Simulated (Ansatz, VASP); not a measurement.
# One calculation of Ta3AsAu2O13, two programs

The input INCAR:

```
SYSTEM = Ta3AsAu2O13
  PREC = Accurate
  ENCUT = 520
  EDIFF = 1E-7
  ISMEAR = -1
  SIGMA = 0.05
  LREAL = Auto
  LASPH = .TRUE.
  NELM = 100
  ALGO = Normal
  ISIF = 2
  LWAVE = .FALSE.
  LCHARG = .FALSE.
  GGA = B5
  ALDAX = 1.0
  AGGAX = 1.0
  AGGAC = 1.0
  ALDAC = 0.0
  NBANDS = 84
```

The input KPOINTS:

```
regular mesh
0
G
  3 3 3
  0 0 0
```

POSCAR

```
Ta3AsAu2O13
1.0
    5.2423700000      3.0266800000      4.1427300000
   -5.2423700000      3.0266800000      4.1427300000
    0.0000000000     -6.0533700000      4.1427300000
Ta As Au O
3 1 2 13
Direct
    0.2310800000      0.5722900000      0.2310800000
    0.2310800000      0.2310800000      0.5722900000
    0.5722900000      0.2310800000      0.2310800000
    0.5587800000      0.5587800000      0.5587800000
    0.9655900000      0.9655900000      0.9655900000
    0.7510500000      0.7510500000      0.7510500000
    0.4088400000      0.6676200000      0.4088400000
    0.4088400000      0.4088400000      0.6676200000
    0.6676200000      0.4088400000      0.4088400000
    0.4972600000      0.0131300000      0.3602400000
    0.3602400000      0.4972600000      0.0131300000
    0.0131300000      0.3602400000      0.4972600000
    0.3602400000      0.0131300000      0.4972600000
    0.0131300000      0.4972600000      0.3602400000
    0.4972600000      0.3602400000      0.0131300000
    0.1096300000      0.7480600000      0.1096300000
    0.1096300000      0.1096300000      0.7480600000
    0.7480600000      0.1096300000      0.1096300000
    0.3084000000      0.3084000000      0.3084000000
```

input.yaml

```yaml
crystal:
  lattice:
    - [5.24237, 3.02668, 4.14273]
    - [-5.24237, 3.02668, 4.14273]
    - [0.0, -6.05337, 4.14273]
  atoms:
    - { symbol: Ta, position: [0.23108, 0.57229, 0.23108] }
    - { symbol: Ta, position: [0.23108, 0.23108, 0.57229] }
    - { symbol: Ta, position: [0.57229, 0.23108, 0.23108] }
    - { symbol: As, position: [0.55878, 0.55878, 0.55878] }
    - { symbol: Au, position: [0.96559, 0.96559, 0.96559] }
    - { symbol: Au, position: [0.75105, 0.75105, 0.75105] }
    - { symbol: O, position: [0.40884, 0.66762, 0.40884] }
    - { symbol: O, position: [0.40884, 0.40884, 0.66762] }
    - { symbol: O, position: [0.66762, 0.40884, 0.40884] }
    - { symbol: O, position: [0.49726, 0.01313, 0.36024] }
    - { symbol: O, position: [0.36024, 0.49726, 0.01313] }
    - { symbol: O, position: [0.01313, 0.36024, 0.49726] }
    - { symbol: O, position: [0.36024, 0.01313, 0.49726] }
    - { symbol: O, position: [0.01313, 0.49726, 0.36024] }
    - { symbol: O, position: [0.49726, 0.36024, 0.01313] }
    - { symbol: O, position: [0.10963, 0.74806, 0.10963] }
    - { symbol: O, position: [0.10963, 0.10963, 0.74806] }
    - { symbol: O, position: [0.74806, 0.10963, 0.10963] }
    - { symbol: O, position: [0.3084, 0.3084, 0.3084] }
kpoints:
  mp_grid: { grid: [3, 3, 3] }
  band_path:
    path:
      - [0.0, 0.0, 0.0]
      - [0.4894532459, -0.5105467541, 0.4894532459]
      - [0.5, -0.5, 0.5]
      - [0.4789064917, 0.4789064917, 0.4789064917]
      - [0.0, 0.0, 0.0]
      - [0.5, -0.5, 0.0]
      - [0.5105467541, -0.4894532459, -0.4894532459]
      - [0.5210935083, -0.4789064917, -0.4789064917]
    npoints: 12
scf:
  occupations: { method: fermi_dirac, width: 0.05 }
hamiltonian:
  xc: blyp
  pseudopotentials: { kind: all_electron, lapw: { basis_error: 0.002 } }
output:
  forces: true
  stress: true
  eigenvalues: true
```

Alike in both runs: functional BLYP; k mesh 3 × 3 × 3; occupations fermi-dirac, width 0.05 eV; no spin polarisation.

|  | VASP | Ansatz |
| --- | --- | --- |
| version | VASP 6.6.1 | Ansatz 0.2.0 |
| potentials or method | VASP PAW PBE potentials, release 64 (Ta_pv, As, Au, O), cutoff 520 eV | all-electron LAPW, scalar-relativistic |
| task | single point | band structure |

|  | VASP | Ansatz | Ansatz less VASP |
| --- | --- | --- | --- |
| gap on the k mesh at the Fermi level (eV) | 1.12 | 1.13 | +0.007 |
| least direct gap on the mesh (eV) | 1.16 | 1.17 | +0.004 |
| pressure (GPa) | 3.7 | 2.9 | -0.82 |
| traceless stress, the component that is largest in VASP (GPa) | -0.93 | -0.67 | +0.263 |
| rms of the force components (eV/Å) | 0.269 | 0.184 | -0.0851 |

VASP's potentials were made for PBE, not for BLYP. Atom by atom the forces differ by 0.096 eV/Å (rms over components). Ansatz ran all-electron here, and VASP with PAW potentials.

Spin-orbit coupling is off throughout.
